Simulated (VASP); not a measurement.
**Tl: relaxation of cell and atoms with PBE**

Crystal: Tl.

```
Tl
1.0
     5.41113    0.00000    0.00000
    -2.70557    4.68618    0.00000
     0.00000    0.00000    3.31703
Tl
3
Direct
  0.00000 0.00000 0.00000
  0.33333 0.66667 0.50000
  0.66667 0.33333 0.50000
```

```
Program                : VASP 6.6.1
Task                   : relaxation of cell and atoms
Functional             : PBE
Potentials or basis    : VASP PAW PBE potentials, release 64 (Tl_d)
Cutoff                 : 600 eV
k mesh                 : 7 × 7 × 10
Occupations            : fermi-dirac, width 0.1 eV
Spin                   : no spin polarisation
Dipole correction      : no
Further INCAR settings : ALGO = Normal; EDIFF = 1e-07; IBRION = 2; EDIFFG = -0.01; NSW = 80; ISIF = 3
```

* Relaxed volume: 31.61 Å³/atom
* Relaxed cell: a = 5.630 Å, b = 5.630 Å, c = 3.455 Å, α = 90.00°, β = 90.00°, γ = 120.00°
* Space group after relaxing (to 0.05 Å): P6/mmm (No. 191)
* Energy gained by relaxing: 42.8 meV/atom
* Ionic steps: 5
* Pressure after relaxing: 0.0 GPa

Step by step:
```tsv
step	energy change (eV)	largest force (eV/Å)	pressure (GPa)	volume (Å³)
1	0.0000	0.0000	4.34	84.11
2	-0.1270	0.0000	0.35	93.70
3	-0.1283	0.0000	-0.04	95.06
4	-0.1283	0.0000	0.02	94.84
5	-0.1283	0.0000	0.02	94.84
```

Final structure:
```
Tl
1.0
     5.63009    0.00000    0.00000
    -2.81504    4.87580    0.00000
     0.00000    0.00000    3.45474
Tl
3
Cartesian
  5.6301 0.0000 0.0000
  0.0000 3.2505 1.7274
  2.8150 1.6253 1.7274
```

Levels at points of the mesh, in eV from the Fermi level:
| k point | band 17 | band 18 | band 19 | band 20 | band 21 | band 22 |
| --- | --- | --- | --- | --- | --- | --- |
| (0.00, 0.00, 0.00) | -4.68 | -4.35 | -0.46 | -0.46 | -0.31 | -0.31 |
| (0.00, 0.00, 0.50) | -5.50 | -2.34 | -0.14 | 0.64 | 1.33 | 1.33 |

Run time: 3.3 min on 1 thread of Intel(R) Xeon(R) Platinum 8488C (Sapphire Rapids) (shared host), peak memory 0.3 GiB.

Caveat: spin-orbit coupling is left out, which moves the levels of the heavy elements.
